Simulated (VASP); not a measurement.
Input of a VASP 6.6.1 run:

File INCAR:

```
  PREC = Accurate
  ENCUT = 500
  EDIFF = 1E-6
  ISMEAR = -1
  SIGMA = 0.1
  LREAL = F
  LASPH = T
  NELM = 120
  ALGO = Normal
  ISIF = 2
  LWAVE = F
  LCHARG = F
  GGA = CA
  NBANDS = 10
  GGA_COMPAT = F
```

KPOINTS

```
regular mesh
0
Gamma
  10 10 10
```

The input POSCAR:

```
I
1.0
   -2.1168699294      2.1168699294      2.1168699294
    2.1168699294     -2.1168699294      2.1168699294
    2.1168699294      2.1168699294     -2.1168699294
I
1
Direct
    0.0000000000      0.0000000000      0.0000000000
```

Potentials or basis: VASP PAW LDA potentials, release 64 (I).

The run is started by

```sh
$ cat potpaw_LDA.64/I/POTCAR > POTCAR
$ mpirun -np 1 vasp_std > vasp.out
```

Problem. Predict the pressure.

Solution. -3.9 GPa.

Caveat: an odd number of electrons without spin polarisation forces a metal; a magnetic or distorted state may lie lower.
